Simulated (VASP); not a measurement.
Runs of VASP 6.6.1 on Rb. The structure is that of space group Im-3m (No. 229), or close to it. The cells are those of the table. 

```csv
task,cell,k mesh for the DOS,occupations for the DOS,gap on the mesh (eV),pressure (GPa)
single point,"a = 4.707 Å, angles 109.5°, 1 atom",-,-,none,0.5
single point,"a = 3.899 Å, angles 109.5°, 1 atom",-,-,none,6.5
single point,"a = 4.319 Å, angles 109.5°, 1 atom",-,-,none,2.2
single point,"a = 4.522 Å, angles 109.5°, 1 atom",-,-,none,1.1
single point,"a = 4.096 Å, angles 109.5°, 1 atom",-,-,none,(b)
single point,"a = 3.707 Å, angles 109.5°, 1 atom",-,-,none,(a)
```

Alike in all rows: level PBE; potentials or basis VASP PAW PBE potentials, release 64 (Rb_sv); no spin polarisation; k mesh 10 × 10 × 10; cutoff (eV) 520; smearing fermi-dirac 0.1 eV.

Task: Fill in the values left out.

Result: (a) 10.0; (b) 4.0.

A k mesh can miss the band edges, and the runs leave out spin-orbit coupling on Rb.

A gap of «none» marks levels without a gap at the run's occupations.
